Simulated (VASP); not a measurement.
# BaZrO3 (Pm-3m) in VASP: further runs, part 2 of 2

VASP 6.6.1.

**7. Relaxation of the atoms, r2SCAN**

This run uses another cell than the first one, of 15.17 Å³/atom.

Input file POSCAR:

```
BaZrO3
1.0
    4.2327588300      0.0000000000      0.0000000000
    0.0000000000      4.2327588300      0.0000000000
    0.0000000000      0.0000000000      4.2327588300
Ba Zr O
1 1 3
Direct
    0.0000000000      0.0000000000      0.0000000000
    0.5000000000      0.5000000000      0.5000000000
    0.0000000000      0.5000000000      0.5000000000
    0.5000000000      0.0000000000      0.5000000000
    0.5000000000      0.5000000000      0.0000000000
```

Input file INCAR.step1:

```
ALGO = Normal
EDIFF = 1E-4
ENCUT = 520
GGA = PE
ISMEAR = -1
LASPH = True
LCHARG = False
LREAL = False
LWAVE = True
NELM = 100
PREC = Accurate
SIGMA = 0.02
```

Input file INCAR.step2:

```
ALGO = Normal
EDIFF = 1E-6
EDIFFG = -0.01
ENCUT = 520
IBRION = 2
ISIF = 2
ISMEAR = -1
ISTART = 1
LASPH = True
LCHARG = False
LMIXTAU = True
LREAL = False
LWAVE = False
METAGGA = R2SCAN
NELM = 100
NSW = 50
PREC = Accurate
SIGMA = 0.02
```

Input file KPOINTS:

```
k-points
0
Gamma
  8 8 8
```

Potentials or basis: VASP PAW PBE potentials, release 64 (Ba_sv, Zr_sv, O).

Launch:

```console
> cat potpaw_PBE.64/Ba_sv/POTCAR potpaw_PBE.64/Zr_sv/POTCAR potpaw_PBE.64/O/POTCAR > POTCAR
> cp INCAR.step1 INCAR
> mpirun -np 1 vasp_std > vasp.out
> cp INCAR.step2 INCAR
> mpirun -np 1 vasp_std > vasp.out
```

OUTCAR:

```text
EDIFF = 1E-6
   EDIFFG = -0.01
   ENCUT = 520
   IBRION = 2
   ISIF = 2
   ISMEAR = -1
   ISTART = 1
   LASPH = True
   LREAL = False
   METAGGA = R2SCAN
   NELM = 100
   NSW = 50
   PREC = Accurate

 ion  position               nearest neighbor table
   1  0.000  0.000  0.000-   3 2.99   4 2.99   5 2.99   3 2.99   4 2.99   3 2.99   5 2.99   3 2.99
                             4 2.99   5 2.99   4 2.99   5 2.99   2 3.67   2 3.67   2 3.67   2 3.67
   2  0.500  0.500  0.500-   3 2.12   4 2.12   5 2.12   5 2.12   4 2.12   3 2.12   1 3.67   1 3.67
                             1 3.67   1 3.67   1 3.67   1 3.67   1 3.67   1 3.67
   3  0.000  0.500  0.500-   2 2.12   2 2.12   1 2.99   1 2.99   1 2.99   1 2.99
   4  0.500  0.000  0.500-   2 2.12   2 2.12   1 2.99   1 2.99   1 2.99   1 2.99
   5  0.500  0.500  0.000-   2 2.12   2 2.12   1 2.99   1 2.99   1 2.99   1 2.99
[... 855 lines left out ...]
  in kB      -21.2968174    -21.2968174    -21.2968174      0.0000000      0.0000000     -0.0000000
  external PRESSURE =     -21.2968174 kB  Pullay stress =       0.0000000 kB

 VOLUME and BASIS-vectors are now :
 -----------------------------------------------------------------------------
  energy-cutoff  :      520.00
  volume of cell :       75.84
      direct lattice vectors                 reciprocal lattice vectors
     4.232758830  0.000000000  0.000000000     0.236252534  0.000000000  0.000000000
     0.000000000  4.232758830  0.000000000     0.000000000  0.236252534  0.000000000
     0.000000000  0.000000000  4.232758830     0.000000000  0.000000000  0.236252534

 POSITION                                       TOTAL-FORCE (eV/Angst)
 -----------------------------------------------------------------------------------
      0.00000      0.00000      0.00000         0.000000      0.000000      0.000000
      2.11638      2.11638      2.11638         0.000000      0.000000      0.000000
      0.00000      2.11638      2.11638         0.000000      0.000000      0.000000
      2.11638      0.00000      2.11638         0.000000      0.000000      0.000000
      2.11638      2.11638      0.00000         0.000000      0.000000      0.000000
 -----------------------------------------------------------------------------------
    total drift:                                0.000000     -0.000000     -0.000000

  FREE ENERGIE OF THE ION-ELECTRON SYSTEM (eV)
  ---------------------------------------------------
  free  energy   TOTEN  =       -85.1018963399 eV

  energy  without entropy=      -85.1018963399  energy(sigma->0) =      -85.10189634

 reached required accuracy - stopping structural energy minimisation
```

OSZICAR.step1:

```text
N       E                     dE             d eps       ncg     rms          rms(c)
DAV:   1     0.321210330126E+03    0.32121E+03   -0.22066E+04  1680   0.162E+03
DAV:   2    -0.288499683021E+02   -0.35006E+03   -0.34416E+03  2208   0.387E+02
DAV:   3    -0.489039451941E+02   -0.20054E+02   -0.20035E+02  2808   0.925E+01
DAV:   4    -0.493714707495E+02   -0.46753E+00   -0.46740E+00  2328   0.115E+01
DAV:   5    -0.493838358370E+02   -0.12365E-01   -0.12365E-01  2480   0.132E+00    0.273E+01
DAV:   6    -0.417672208450E+02    0.76166E+01   -0.48998E+01  2136   0.443E+01    0.123E+01
DAV:   7    -0.417416711225E+02    0.25550E-01   -0.37236E+00  2504   0.109E+01    0.714E+00
DAV:   8    -0.417245407623E+02    0.17130E-01   -0.34818E-01  2256   0.472E+00    0.708E-01
DAV:   9    -0.417237192982E+02    0.82146E-03   -0.58270E-02  2312   0.141E+00    0.459E-01
DAV:  10    -0.417255483806E+02   -0.18291E-02   -0.16300E-02  2296   0.112E+00    0.236E-01
DAV:  11    -0.417251591693E+02    0.38921E-03   -0.22441E-03  2192   0.409E-01    0.369E-02
DAV:  12    -0.417252141258E+02   -0.54956E-04   -0.16447E-04  1792   0.101E-01
   1 F= -.41725214E+02 E0= -.41725214E+02  d E =-.176880E-11
```

It took 2.5 min on 1 thread of Oxide Virtual Turin-like, shared host; peak memory 0.19 GiB.

Results:

```
Free energy             : -85.1019 eV
Pressure after relaxing : -2.1 GPa
Band gap on the k mesh  : 3.63 eV (least direct gap 3.90 eV)
```

Final structure:
```
Ba Zr O
1.0
     4.23276    0.00000    0.00000
     0.00000    4.23276    0.00000
     0.00000    0.00000    4.23276
Ba Zr O
1 1 3
Direct
  0.00000 0.00000 0.00000
  0.50000 0.50000 0.50000
  0.00000 0.50000 0.50000
  0.50000 0.00000 0.50000
  0.50000 0.50000 0.00000
```

Caveat: the relaxation stopped at its first step, so nothing moved; the PAW data sets were made with another functional, which shifts forces and pressure a little; spin-orbit coupling is left out, which moves the levels of the heavy elements.

**8. Overview**

| task | level | cell | k mesh | cutoff (eV) | gap on the mesh (eV) | pressure (GPa) | relaxed volume (Å³/atom) |
| --- | --- | --- | --- | --- | --- | --- | --- |
| single point | r2SCAN | a = 4.205 Å, 5 atoms | 8 × 8 × 8 | 520 | 3.68 | 1.0 | - |
| single point | r2SCAN | a = 4.233 Å, 5 atoms | 8 × 8 × 8 | 520 | 3.63 | -2.1 | - |
| relaxation of cell and atoms | PBE | relaxed from a = 4.191 Å, 5 atoms | 6 × 6 × 6 | 600 | 3.12 | 0.0 | 15.19 |
| relaxation of cell and atoms | PBEsol | relaxed from a = 4.191 Å, 5 atoms | 6 × 6 × 6 | 600 | 3.11 | 0.0 | 14.71 |
| relaxation of the atoms | r2SCAN | atoms relaxed from a = 4.148 Å, 5 atoms | 8 × 8 × 8 | 520 | 3.78 | 8.5 | - |
| relaxation of the atoms | r2SCAN | atoms relaxed from a = 4.233 Å, 5 atoms | 8 × 8 × 8 | 520 | 3.63 | -2.1 | - |

Alike in all rows: potentials or basis VASP PAW PBE potentials, release 64 (Ba_sv, Zr_sv, O); no spin polarisation; smearing fermi-dirac 0.02 eV.

Caveats: spin-orbit coupling is left out, which moves the levels of the heavy elements; the PAW data sets were made with another functional, which shifts forces and pressure a little (at least some runs); the relaxation stopped at its first step, so nothing moved (at least some runs).

Absolute energies hang on the potentials; compare differences alone.
